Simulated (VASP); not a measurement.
# GaAs (drp) (F-43m) in VASP: notebook, part 2 of 2

VASP 6.6.1. The steps go on from the part before.

## Step 3: Single point, RPBE

This run uses another cell than the first one, of 24.44 Å³/atom, 1.028 times its volume.

INCAR reads:

```
SYSTEM = GaAs
ALGO     = Normal         ! electronic algorithm
EDIFF    = 1E-6           ! SCF threshold, eV
ENCUT    = 520            ! plane-wave cutoff, eV
GGA      = RP             ! functional
ISIF     = 2              ! what is computed and relaxed
ISMEAR   = 0              ! smearing method
LASPH    = .True.         ! aspherical terms in the spheres
LCHARG   = .True.         ! write CHGCAR
LELF     = .True.         ! ELF
LREAL    = .False.        ! projectors in reciprocal space
LVHAR    = .True.       
LWAVE    = .False.        ! write WAVECAR
NBANDS   = 16             ! bands
NELM     = 100            ! most SCF steps
PREC     = Accurate       ! precision mode
SIGMA    = 0.01           ! smearing width, eV
```

KPOINTS reads:

```
k-points
0
Gamma
  10 10 10
  0 0 0
```

POSCAR reads:

```
GaAs
1.0
    0.0000000000      2.9019151757      2.9019151757
    2.9019151757      0.0000000000      2.9019151757
    2.9019151757      2.9019151757      0.0000000000
Ga As
1 1
Direct
    0.0000000000      0.0000000000      0.0000000000
    0.7500000000      0.7500000000      0.7500000000
```

Potentials or basis: VASP PAW PBE potentials, release 64 (Ga_d, As).

Run with:

```
$ cat potpaw_PBE.64/Ga_d/POTCAR potpaw_PBE.64/As/POTCAR > POTCAR
$ mpirun -np 1 vasp_std > vasp.out
```

OUTCAR:

```text
SYSTEM = GaAs
   EDIFF = 1E-6
   ENCUT = 520
   GGA = RP
   ISIF = 2
   ISMEAR = 0
   LASPH = .True.
   LREAL = .False.
   NELM = 100
   PREC = Accurate

 ion  position               nearest neighbor table
   1  0.000  0.000  0.000-   2 2.51   2 2.51   2 2.51   2 2.51
   2  0.750  0.750  0.750-   1 2.51   1 2.51   1 2.51   1 2.51

  LATTYP: Found a face centered cubic cell.
 ALAT       =     5.8038303514

  Lattice vectors:

 A1 = (   0.0000000000,   2.9019151757,   2.9019151757)
 A2 = (   2.9019151757,   0.0000000000,   2.9019151757)
 A3 = (   2.9019151757,   2.9019151757,   0.0000000000)

Analysis of symmetry for initial positions (statically):
=====================================================================
 Subroutine PRICEL returns:
 Original cell was already a primitive cell.

 Routine SETGRP: Setting up the symmetry group for a
 face centered cubic supercell.

 Subroutine GETGRP returns: Found 24 space group operations
 (whereof 24 operations were pure point group operations)
 out of a pool of 48 trial point group operations.

The static configuration has the point symmetry T_d .

Analysis of symmetry for dynamics (positions and initial velocities):
[... 162 lines left out ...]
 cond. band min:       3.3992027216   @ k =   0.0000   0.0000   0.0000
 fundamental gap:      0.0678772254
 Fermi energy:         3.3660234080

 k-point     1 :       0.0000    0.0000    0.0000
  band No.  band energies     occupation
      1     -11.3527      2.00000
      2     -11.3527      2.00000
      3     -11.3527      2.00000
      4     -11.2913      2.00000
      5     -11.2913      2.00000
      6      -8.8180      2.00000
[... 433 lines left out ...]
      3     -11.3243      2.00000
      4     -11.3036      2.00000
      5     -11.2839      2.00000
      6      -7.2919      2.00000
[... 8 lines left out ...]
     15      15.2597      0.00000
     16      15.7544      0.00000

 [... further k-points ...]

------------------------ aborting loop because EDIFF is reached ----------------------------------------

  FORCE on cell =-STRESS in cart. coord.  units (eV):
  Direction    XX          YY          ZZ          XY          YZ          ZX
  --------------------------------------------------------------------------------------
  -------------------------------------------------------------------------------------
  Total        0.0393436      0.0393436      0.0393436     -0.0000000      0.0000000      0.0000000
  in kB        1.2897336      1.2897336      1.2897336     -0.0000000      0.0000000      0.0000000
  external PRESSURE =       1.2897336 kB  Pullay stress =       0.0000000 kB

 VOLUME and BASIS-vectors are now :
 -----------------------------------------------------------------------------
  energy-cutoff  :      520.00
  volume of cell :       48.87
      direct lattice vectors                 reciprocal lattice vectors
     0.000000000  2.901915176  2.901915176    -0.172300005  0.172300005  0.172300005
     2.901915176  0.000000000  2.901915176     0.172300005 -0.172300005  0.172300005
     2.901915176  2.901915176  0.000000000     0.172300005  0.172300005 -0.172300005

 POSITION                                       TOTAL-FORCE (eV/Angst)
 -----------------------------------------------------------------------------------
      0.00000      0.00000      0.00000        -0.000000     -0.000000     -0.000000
      4.35287      4.35287      4.35287         0.000000      0.000000      0.000000
 -----------------------------------------------------------------------------------
    total drift:                               -0.000002     -0.000002     -0.000002

  FREE ENERGIE OF THE ION-ELECTRON SYSTEM (eV)
  ---------------------------------------------------
  free  energy   TOTEN  =        -7.6003545142 eV

  energy  without entropy=       -7.6003545140  energy(sigma->0) =       -7.60035451
```

OSZICAR:

```text
N       E                     dE             d eps       ncg     rms          rms(c)
DAV:   1     0.814926999837E+02    0.81493E+02   -0.88730E+03  1544   0.152E+03
DAV:   2    -0.107052231559E+01   -0.82563E+02   -0.79053E+02  1680   0.301E+02
DAV:   3    -0.760667410753E+01   -0.65362E+01   -0.65143E+01  1920   0.658E+01
DAV:   4    -0.770628386371E+01   -0.99610E-01   -0.99598E-01  1768   0.904E+00
DAV:   5    -0.770781910143E+01   -0.15352E-02   -0.15352E-02  1976   0.102E+00    0.274E+00
DAV:   6    -0.759950418851E+01    0.10831E+00   -0.19490E-01  2288   0.691E+00    0.167E+00
DAV:   7    -0.759444562378E+01    0.50586E-02   -0.58766E-02  1704   0.162E+00    0.569E-01
DAV:   8    -0.759899639036E+01   -0.45508E-02   -0.11552E-02  1728   0.115E+00    0.928E-02
DAV:   9    -0.760001312043E+01   -0.10167E-02   -0.14943E-03  1904   0.418E-01    0.635E-02
DAV:  10    -0.760018517330E+01   -0.17205E-03   -0.12603E-04  1848   0.882E-02    0.350E-02
DAV:  11    -0.760035112883E+01   -0.16596E-03   -0.35070E-04  1656   0.105E-01    0.698E-03
DAV:  12    -0.760035265614E+01   -0.15273E-05   -0.40344E-06  1952   0.200E-02    0.345E-03
DAV:  13    -0.760035450693E+01   -0.18508E-05   -0.29378E-06  1744   0.957E-03    0.899E-04
DAV:  14    -0.760035451418E+01   -0.72450E-08   -0.37735E-08  1472   0.146E-03
   1 F= -.76003545E+01 E0= -.76003545E+01  d E =-.193337E-09
```

Run time: 20 s. Hardware: 1 thread of Intel Xeon Platinum 8559C (Emerald Rapids), shared host; peak memory 0.18 GiB.

Results:

| Quantity | Value |
| --- | --- |
| Free energy | -7.6004 eV |
| Pressure | 0.1 GPa |
| Band gap on the k mesh | 0.07 eV, direct |

Levels at points of the mesh, in eV from the valence-band top:
```tsv
k point	band 5	band 6	band 7	band 8	band 9	band 10	band 11	band 12	band 13	band 14
(0.00, 0.00, 0.00)	-14.62	-12.15	0.00	0.00	0.00	0.07	3.74	3.74	3.74	7.58
(0.50, 0.00, 0.00)	-14.62	-10.62	-6.19	-1.02	-1.02	0.89	4.64	4.64	7.83	9.99
(0.50, 0.50, 0.00)	-14.61	-9.98	-6.43	-2.40	-2.40	1.72	1.77	9.61	9.61	10.44
```

Caveat: the PAW data sets were made with another functional, which shifts forces and pressure a little.

## Step 4: Single point, RPBE

This run uses another cell than the first one, of 24.45 Å³/atom, 1.029 times its volume.

INCAR reads:

```
  ALGO = Normal
  EDIFF = 1E-7
  ENCUT = 520
  GGA = RP
  ISIF = 2
  ISMEAR = 0
  LASPH = True
  LCHARG = False
  LREAL = False
  LWAVE = False
  NBANDS = 16
  NELM = 60
  PREC = Accurate
  SIGMA = 0.01
```

KPOINTS reads:

```
k-points
0
Gamma
  12 12 12
```

POSCAR reads:

```
GaAs
1.0
    0.0000000000      2.9023005999      2.9023005999
    2.9023005999      0.0000000000      2.9023005999
    2.9023005999      2.9023005999      0.0000000000
Ga As
1 1
Direct
    0.0000000000      0.0000000000      0.0000000000
    0.7500000000      0.7500000000      0.7500000000
```

Run with:

```
$ cat potpaw_PBE.64/Ga_d/POTCAR potpaw_PBE.64/As/POTCAR > POTCAR
$ mpirun -np 1 vasp_std > vasp.out
```

It took 25 s on 1 thread of Intel Xeon Platinum 8559C (Emerald Rapids), shared host; peak memory 0.21 GiB.

The run converged. Its results:

| Item | Value |
| --- | --- |
| Free energy | -7.6014 eV |
| Pressure | 0.1 GPa |
| Band gap on the k mesh | 0.07 eV, direct |

Levels at points of the mesh, in eV from the valence-band top:
```csv
k point,band 5,band 6,band 7,band 8,band 9,band 10,band 11,band 12,band 13,band 14
"(0.00, 0.00, 0.00)",-14.62,-12.15,0.00,0.00,0.00,0.07,3.74,3.74,3.74,7.58
"(0.50, 0.00, 0.00)",-14.62,-10.62,-6.18,-1.02,-1.02,0.89,4.64,4.64,7.83,9.98
"(0.50, 0.50, 0.00)",-14.61,-9.98,-6.42,-2.40,-2.40,1.72,1.77,9.60,9.60,10.44
```

Caveat: the PAW data sets were made with another functional, which shifts forces and pressure a little.

## Step 5: Relaxation of cell and atoms, RPBE

INCAR reads:

```
SYSTEM = GaAs
PREC = Accurate ; ENCUT = 600
EDIFF = 1E-6 ; ISMEAR = 0
SIGMA = 0.01 ; LREAL = .False.
LASPH = .True. ; NELM = 80
ALGO = Normal ; ISIF = 3
LWAVE = .False. ; LCHARG = .False.
GGA = RP ; IBRION = 2
NSW = 100 ; EDIFFG = -0.002
```

KPOINTS reads:

```
Automatic mesh
0
Gamma
  10 10 10
  0 0 0
```

POSCAR reads:

```
GaAs
1.0
    0.0000000000      2.8750910500      2.8750910500
    2.8750910500      0.0000000000      2.8750910500
    2.8750910500      2.8750910500      0.0000000000
Ga As
1 1
Direct
    0.0000000000      0.0000000000      0.0000000000
    0.7500000000      0.7500000000      0.7500000000
```

Run with:

```
$ cat potpaw_PBE.64/Ga_d/POTCAR potpaw_PBE.64/As/POTCAR > POTCAR
$ mpirun -np 1 vasp_std > vasp.out
```

Wall time 32 s (1 thread of Intel Xeon Platinum 8559C (Emerald Rapids), shared host); peak memory 0.21 GiB.

The run converged. Its results:

```yaml
Free_energy: -7.6000 eV
Relaxed_volume: 24.50 Å³/atom
Relaxed_cell: a = 4.107 Å, b = 4.107 Å, c = 4.107 Å, α = 60.00°, β = 60.00°, γ = 60.00°
Space_group_after_relaxing_to_0.05_Å: F-43m (No. 216)
Energy_gained_by_relaxing: 3.9 meV/atom
Ionic_steps: 3
Pressure_after_relaxing: 0.0 GPa
Band_gap_on_the_k_mesh: 0.05 eV, direct
```

The path:
| step | energy change (eV) | largest force (eV/Å) | pressure (GPa) | volume (Å³) |
| --- | --- | --- | --- | --- |
| 1 | 0.0000 | 0.0000 | 1.78 | 47.53 |
| 2 | -0.0072 | 0.0000 | -0.34 | 49.37 |
| 3 | -0.0077 | 0.0000 | 0.01 | 49.00 |

Final structure:
```xyz
2
Lattice="0.0000 2.9044 2.9044 2.9044 0.0000 2.9044 2.9044 2.9044 0.0000" Properties=species:S:1:pos:R:3 pbc="T T T"
Ga    0.0000    0.0000    0.0000
As    4.3566    4.3566    4.3566
```

Levels at points of the mesh, in eV from the valence-band top:
| k point | band 5 | band 6 | band 7 | band 8 | band 9 | band 10 | band 11 | band 12 | band 13 |
| --- | --- | --- | --- | --- | --- | --- | --- | --- | --- |
| (0.00, 0.00, 0.00) | -14.62 | -12.13 | 0.00 | 0.00 | 0.00 | 0.05 | 3.73 | 3.73 | 3.73 |
| (0.50, 0.00, 0.00) | -14.62 | -10.61 | -6.17 | -1.02 | -1.02 | 0.88 | 4.64 | 4.64 | 7.83 |
| (0.50, 0.50, 0.00) | -14.61 | -9.98 | -6.41 | -2.39 | -2.39 | 1.72 | 1.77 | 9.59 | 9.59 |

Caveat: the PAW data sets were made with another functional, which shifts forces and pressure a little.

## Step 6: Summary

```tsv
task	cell	k mesh	cutoff (eV)	smearing	gap on the mesh (eV)	pressure (GPa)
single point	a = 4.066 Å, angles 60.0°, 2 atoms	6 × 6 × 6	520	gaussian 0.1 eV	0.27	1.8
single point	a = 4.104 Å, angles 60.0°, 2 atoms	10 × 10 × 10	520	gaussian 0.01 eV	0.07	0.1
single point	a = 4.104 Å, angles 60.0°, 2 atoms	12 × 12 × 12	520	gaussian 0.01 eV	0.07	0.1
relaxation of cell and atoms	relaxed from a = 4.066 Å, angles 60.0°, 2 atoms	10 × 10 × 10	600	gaussian 0.01 eV	0.05	0.0
```

Alike in all rows: level RPBE; potentials or basis VASP PAW PBE potentials, release 64 (Ga_d, As); no spin polarisation.

Caveats: the PAW data sets were made with another functional, which shifts forces and pressure a little.

Absolute energies hang on the potentials; compare differences alone.
